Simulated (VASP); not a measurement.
# BeAs2 (P4/nmm) in VASP: density of states with PBE

Aim: the density of states of BeAs2 with PBE.

All numbers are computed with VASP 6.6.1; they aren't measurements. Logs are shortened: lines on timing, memory, paths and dates and some standing lists are left out, and cuts for length are marked.

## 1. The cell of the first run

Symmetry: P4/nmm, No. 129, tetragonal system. Conventional cell: a = 3.616 Å, b = 3.616 Å, c = 7.406 Å, α = 90.00°, β = 90.00°, γ = 90.00°. Within 3.4 Å of As (site symmetry 4mm) lie 5 Be at 2.60 to 3.00 Å and 4 As at 3.04 Å. Within 3.4 Å of As (site symmetry -4m2) lie 8 As at 2.56 to 3.04 Å and 4 Be at 2.67 Å. Be (site symmetry 4mm) has 9 As at 2.60 to 3.00 Å within 3.4 Å.

## 2. Density of states, PBE

Contents of POSCAR:

```
BeAs2
1.0
    3.6158040000      0.0000000000      0.0000000000
    0.0000000000      3.6158040000      0.0000000000
    0.0000000000      0.0000000000      7.4056560000
As Be
4 2
Direct
    0.0000000000      0.5000000000      0.3300000000
    0.5000000000      0.0000000000      0.6700000000
    0.0000000000      0.0000000000      0.0000000000
    0.5000000000      0.5000000000      0.0000000000
    0.0000000000      0.5000000000      0.7350000000
    0.5000000000      0.0000000000      0.2650000000
```

Contents of INCAR.step1:

```
SYSTEM = BeAs2
PREC     = Accurate       ! precision mode
ENCUT    = 520            ! plane-wave cutoff, eV
EDIFF    = 1E-6           ! SCF threshold, eV
ISMEAR   = -1             ! smearing method
SIGMA    = 0.1            ! smearing width, eV
LREAL    = .FALSE.        ! projectors in reciprocal space
LASPH    = .TRUE.         ! aspherical terms in the spheres
NELM     = 100            ! most SCF steps
ALGO     = Normal         ! electronic algorithm
ISIF     = 2              ! what is computed and relaxed
LWAVE    = .FALSE.        ! write WAVECAR
LCHARG   = .TRUE.         ! write CHGCAR
GGA      = PE             ! functional
NBANDS   = 21             ! bands
```

Contents of KPOINTS.step1:

```
regular mesh
0
G
  9 9 5
  0 0 0
```

Contents of INCAR.step2:

```
SYSTEM = BeAs2
PREC     = Accurate       ! precision mode
ENCUT    = 520            ! plane-wave cutoff, eV
EDIFF    = 1E-6           ! SCF threshold, eV
ISMEAR   = -5             ! smearing method
SIGMA    = 0.1            ! smearing width, eV
LREAL    = .FALSE.        ! projectors in reciprocal space
LASPH    = .TRUE.         ! aspherical terms in the spheres
NELM     = 100            ! most SCF steps
ALGO     = Normal         ! electronic algorithm
ISIF     = 2              ! what is computed and relaxed
LWAVE    = .FALSE.        ! write WAVECAR
LCHARG   = .FALSE.        ! write CHGCAR
GGA      = PE             ! functional
LORBIT   = 10             ! projections on sites
NEDOS    = 1001           ! points of the DOS
ICHARG   = 11             ! starting density
```

Contents of KPOINTS.step2:

```
regular mesh
0
G
  14 14 8
  0 0 0
```

Potentials or basis: VASP PAW PBE potentials, release 64 (As, Be).

Run with:

```
$ cat potpaw_PBE.64/As/POTCAR potpaw_PBE.64/Be/POTCAR > POTCAR
$ cp INCAR.step1 INCAR
$ cp KPOINTS.step1 KPOINTS
$ mpirun -np 1 vasp_std > vasp.out
$ cp INCAR.step2 INCAR
$ cp KPOINTS.step2 KPOINTS
$ mpirun -np 1 vasp_std > vasp.out
```

OUTCAR:

```text
SYSTEM = BeAs2
   PREC = Accurate
   ENCUT = 520
   EDIFF = 1E-6
   ISMEAR = -5
   LREAL = .FALSE.
   LASPH = .TRUE.
   NELM = 100
   ISIF = 2
   GGA = PE
   LORBIT = 10
   ICHARG = 11

 ion  position               nearest neighbor table
   1  0.000  0.500  0.330-   6 2.60   6 2.60   6 2.60   6 2.60
   2  0.500  0.000  0.670-   5 2.60   5 2.60   5 2.60   5 2.60
   3  0.000  0.000  0.000-   4 2.56   4 2.56   4 2.56   4 2.56
   4  0.500  0.500  0.000-   3 2.56   3 2.56   3 2.56   3 2.56
   5  0.000  0.500  0.735-   2 2.60   2 2.60   2 2.60   2 2.60
   6  0.500  0.000  0.265-   1 2.60   1 2.60   1 2.60   1 2.60

  LATTYP: Found a simple tetragonal cell.
 ALAT       =     3.6158040000
 C/A-ratio  =     2.0481353525

  Lattice vectors:

 A1 = (   3.6158040000,   0.0000000000,   0.0000000000)
 A2 = (   0.0000000000,   3.6158040000,   0.0000000000)
 A3 = (   0.0000000000,   0.0000000000,   7.4056560000)

Analysis of symmetry for initial positions (statically):
=====================================================================
 Subroutine PRICEL returns:
 Original cell was already a primitive cell.

 Routine SETGRP: Setting up the symmetry group for a
 simple tetragonal supercell.

 Subroutine GETGRP returns: Found 16 space group operations
 (whereof  8 operations were pure point group operations)
 out of a pool of 16 trial point group operations.

The static configuration has the point symmetry D_2d.
 The point group associated with its full space group is D_4h.

Analysis of symmetry for dynamics (positions and initial velocities):
=====================================================================
 Subroutine PRICEL returns:
 Original cell was already a primitive cell.

 Routine SETGRP: Setting up the symmetry group for a
 simple tetragonal supercell.

 Subroutine GETGRP returns: Found 16 space group operations
 (whereof  8 operations were pure point group operations)
 out of a pool of 16 trial point group operations.

The dynamic configuration has the point symmetry D_2d.
 The point group associated with its full space group is D_4h.

 Subroutine INISYM returns: Found 16 space group operations
 (whereof  8 operations are pure point group operations),
 and found     1 'primitive' translations

----------------------------------------------------------------------------------------

                                     Primitive cell

  volume of cell :      96.8218

  direct lattice vectors                    reciprocal lattice vectors
     3.615804000  0.000000000  0.000000000     0.276563663  0.000000000  0.000000000
     0.000000000  3.615804000  0.000000000     0.000000000  0.276563663  0.000000000
     0.000000000  0.000000000  7.405656000     0.000000000  0.000000000  0.135031927

  length of vectors
     3.615804000  3.615804000  7.405656000     0.276563663  0.276563663  0.135031927

  position of ions in fractional coordinates (direct lattice)
     0.000000000  0.500000000  0.330000000
     0.500000000  0.000000000  0.670000000
     0.000000000  0.000000000  0.000000000
     0.500000000  0.500000000  0.000000000
     0.000000000  0.500000000  0.735000000
     0.500000000  0.000000000  0.265000000

  ion indices of the primitive-cell ions
   primitive index   ion index
                 1           1
                 2           2
                 3           3
                 4           4
                 5           5
                 6           6

----------------------------------------------------------------------------------------

 KPOINTS: regular mesh

Automatic generation of k-mesh.
 Grid dimensions read from file:
 generate k-points for:   14   14    8

 Generating k-lattice:

  Cartesian coordinates                     Fractional coordinates (reciprocal lattice)
     0.019754547  0.000000000  0.000000000     0.071428571  0.000000000  0.000000000
     0.000000000  0.019754547  0.000000000     0.000000000  0.071428571  0.000000000
     0.000000000  0.000000000  0.016878991     0.000000000  0.000000000  0.125000000

  Length of vectors
     0.019754547  0.019754547  0.016878991

  Shift w.r.t. Gamma in fractional coordinates (k-lattice)
     0.000000000  0.000000000  0.000000000

 TETIRR: Found   2352 inequivalent tetrahedra from     9408

 Subroutine IBZKPT returns following result:
 ===========================================

 Found    180 irreducible k-points:

 Following reciprocal coordinates:
            Coordinates               Weight
  0.000000  0.000000  0.000000      1.000000
  0.071429  0.000000  0.000000      4.000000
  0.142857  0.000000  0.000000      4.000000
  0.214286  0.000000  0.000000      4.000000
  0.285714  0.000000  0.000000      4.000000
  0.357143  0.000000  0.000000      4.000000
[... 16 lines left out ...]
  0.285714  0.214286  0.000000      8.000000
  0.357143  0.214286  0.000000      8.000000
 [... further k-points ...]
   k-points           NKPTS =    180   k-points in BZ     NKDIM =    180   number of bands    NBANDS=     16
   number of dos      NEDOS =   1001   number of ions     NIONS =      6
   total plane-waves  NPLWV =  43904
   dimension x,y,z NGX =    28 NGY =   28 NGZ =   56
   dimension x,y,z NGXF=    56 NGYF=   56 NGZF=  112
   ions per type =               4   2
   NGX,Y,Z   is equivalent  to a cutoff of  12.87, 12.87, 12.57 a.u.
   NGXF,Y,Z  is equivalent  to a cutoff of  25.75, 25.75, 25.14 a.u.
 SYSTEM =  BeAs2
   PREC   = accura    normal or accurate (medium, high low for compatibility)
   ISTART =      0    job   : 0-new  1-cont  2-samecut
   ICHARG =     11    charge: 1-file 2-atom 10-const
   ISPIN  =      1    spin polarized calculation?
   LNONCOLLINEAR =      F non collinear calculations
   LSORBIT =      F    spin-orbit coupling
   LASPH  =      T    aspherical Exc in radial PAW
   ENCUT  =  520.0 eV  38.22 Ry    6.18 a.u.   6.72  6.72 13.77*2*pi/ulx,y,z
   NELM   =    100;   NELMIN=  2; NELMDL=  0     # of ELM steps
   EDIFF  = 0.1E-05   stopping-criterion for ELM
   LREAL  =      F    real-space projection
   EDIFFG = 0.1E-04   stopping-criterion for IOM
   NSW    =      0    number of steps for IOM
   IBRION =     -1    ionic relax: 0-MD 1-quasi-New 2-CG
   NFREE  =      0    steps in history (QN), initial steepest desc. (CG)
   ISIF   =      2    stress and relaxation
   ISYM   =      2    0-nonsym 1-usesym 2-fastsym
   POTIM  = 0.5000    time-step for ionic-motion
   TEBEG  =    0.0;   TEEND  =   0.0 temperature during run
   PSTRESS=    0.0 pullay stress
   NELECT =      24.0000    total number of electrons
   NUPDOWN=      -1.0000    fix difference up-down
   EMIN   =  10.00;   EMAX   =-10.00  energy-range for DOS
   EFERMI =   0.00;   METHOD = LEGACY
   ISMEAR =    -5;   SIGMA  =   0.10  broadening in eV -4-tet -1-fermi 0-gaus
   EFERMI_NEDOS =   21; number of points for ismear=-14 and -15
   IALGO  =     38    algorithm
   IMIX   =      4    mixing-type and parameters
     AMIX     =   0.40;   BMIX     =  1.00
     AMIX_MAG =   1.60;   BMIX_MAG =  1.00
  volume/ion in A,a.u.               =      16.14       108.90
  Fermi-wavevector in a.u.,A,eV,Ry     =   1.028381  1.943359 14.389086  1.057568
  Thomas-Fermi vector in A             =   2.162375
   LORBIT       =     10    0 simple, 1 ext, 2 COOP (PROOUT), +10 PAW based schemes
   GGA     = PE    functional components
   LHFCALC =     F    Hartree Fock is set to
   AEXX    =    0.0000 exact exchange contribution
   IVDW    =     0    specifies the selected vdW correction
   LEPSILON=     F    determine dielectric tensor
   LRPA    =     F    only Hartree local field effects (RPA)
 non-spin polarized calculation
 Fermi weights with tetrahedron method with Bloechl corrections
  energy-cutoff  :      520.00
  volume of cell :       96.82
 maximum number of plane-waves:      2633
 NGX is ok and might be reduce to    28

 number of electron      23.9999996 magnetization

 Free energy of the ion-electron system (eV)
  ---------------------------------------------------
  ext. energy  EPLUGINS =         0.00000000
  ---------------------------------------------------
  free energy    TOTEN  =       -22.45657501 eV

  energy without entropy =      -22.45657501  energy(sigma->0) =      -22.45657501

 E-fermi :   6.2686     XC(G=0): -10.4609

 val. band max:        6.4203820021   @ k =   0.2143   0.2143   0.3750
 cond. band min:       6.0603216090   @ k =   0.2143   0.1429   0.1250
 fundamental gap:     -0.3600603931
 Fermi energy:         6.2686218754

 k-point     1 :       0.0000    0.0000    0.0000
  band No.  band energies     occupation
      1      -9.8046      2.00000
      2      -5.4341      2.00000
      3      -5.2591      2.00000
      4      -0.4498      2.00000
      5       1.0748      2.00000
      6       1.2510      2.00000
[... 8 lines left out ...]
     15       7.2195      0.00000
     16       8.0386      0.00000

 k-point     2 :       0.0714    0.0000    0.0000
  band No.  band energies     occupation
      1      -9.7488      2.00000
      2      -5.3976      2.00000
      3      -5.2190      2.00000
      4      -1.0053      2.00000
      5       0.9982      2.00000
      6       1.3130      2.00000
[... 8 lines left out ...]
     15       7.4986      0.00000
     16       8.3596      0.00000

 k-point     3 :       0.1429    0.0000    0.0000
  band No.  band energies     occupation
      1      -9.5815      2.00000
      2      -5.2945      2.00000
      3      -5.1013      2.00000
      4      -2.0238      2.00000
      5       0.9852      2.00000
      6       1.4986      2.00000
[... 8 lines left out ...]
     15       7.8716      0.00000
     16       9.1154      0.00000

 k-point     4 :       0.2143    0.0000    0.0000
  band No.  band energies     occupation
      1      -9.3032      2.00000
      2      -5.1527      2.00000
      3      -4.9151      2.00000
      4      -3.0771      2.00000
      5       0.9101      2.00000
      6       1.8069      2.00000
[... 8 lines left out ...]
     15       8.3059      0.00000
     16       8.3735      0.00000
[... 324 lines left out ...]
 k-point    22 :       0.2143    0.2143    0.0000
  band No.  band energies     occupation
      1      -8.8053      2.00000
      2      -4.8323      2.00000
      3      -4.5767      2.00000
      4      -3.4872      2.00000
      5      -0.7050      2.00000
      6       1.3553      2.00000
[... 8 lines left out ...]
     15       8.3402      0.00000
     16       9.4074      0.00000

 k-point    23 :       0.2857    0.2143    0.0000
  band No.  band energies     occupation
      1      -8.4206      2.00000
      2      -4.7161      2.00000
      3      -4.3474      2.00000
      4      -3.9981      2.00000
      5      -0.7723      2.00000
      6       1.1570      2.00000
[... 8 lines left out ...]
     15       8.0047      0.00000
     16       8.9186      0.00000

 k-point    24 :       0.3571    0.2143    0.0000
  band No.  band energies     occupation
      1      -7.9300      2.00000
      2      -5.1402      2.00000
      3      -4.1131      2.00000
      4      -4.1085      2.00000
      5      -0.4891      2.00000
      6       0.8055      2.00000
[... 8 lines left out ...]
     15       8.4241      0.00000
     16       8.5293      0.00000

 [... further k-points ...]
[... 5 lines left out ...]
  --------------------------------------------------------------------------------------
  -------------------------------------------------------------------------------------
  Total        3.5978382      3.5978382      1.7593584      0.0000000     -0.0000000      0.0000000
  in kB       59.5358987     59.5358987     29.1133107      0.0000000     -0.0000000      0.0000000
  external PRESSURE =      49.3950361 kB  Pullay stress =       0.0000000 kB

 VOLUME and BASIS-vectors are now :
 -----------------------------------------------------------------------------
  energy-cutoff  :      520.00
  volume of cell :       96.82
      direct lattice vectors                 reciprocal lattice vectors
     3.615804000  0.000000000  0.000000000     0.276563663  0.000000000  0.000000000
     0.000000000  3.615804000  0.000000000     0.000000000  0.276563663  0.000000000
     0.000000000  0.000000000  7.405656000     0.000000000  0.000000000  0.135031927

 POSITION                                       TOTAL-FORCE (eV/Angst)
 -----------------------------------------------------------------------------------
      0.00000      1.80790      2.44387         0.000000      0.000000      0.855738
      1.80790      0.00000      4.96179         0.000000     -0.000000     -0.855738
      0.00000      0.00000      0.00000        -0.000000      0.000000      0.000000
      1.80790      1.80790      0.00000        -0.000000      0.000000      0.000000
      0.00000      1.80790      5.44316         0.000000      0.000000     -0.560518
      1.80790      0.00000      1.96250        -0.000000      0.000000      0.560518
 -----------------------------------------------------------------------------------
    total drift:                               -0.000000      0.000000     -0.000000

  FREE ENERGIE OF THE ION-ELECTRON SYSTEM (eV)
  ---------------------------------------------------
  free  energy   TOTEN  =       -22.4565750138 eV

  energy  without entropy=      -22.4565750138  energy(sigma->0) =      -22.45657501

 total charge

# of ion       s       p       d       tot
------------------------------------------
    1        1.296   1.323   0.034   2.654
    2        1.296   1.323   0.034   2.654
    3        1.338   1.332   0.105   2.776
    4        1.338   1.332   0.105   2.776
    5        0.358   0.429   0.000   0.787
    6        0.358   0.429   0.000   0.787
--------------------------------------------------
tot          5.987   6.167   0.279  12.433
```

Wall time 2.9 min (1 thread of Intel Xeon Platinum 8259CL at 2.50GHz (Skylake/Cascade Lake), shared host); peak memory 0.38 GiB.

Results:

```yaml
Valence_electrons_inside_the_program's_atomic_spheres: As 2.65, 2.78; Be 0.79
```

Caveat: the bands computed are all filled at some k points, so no gap is given.
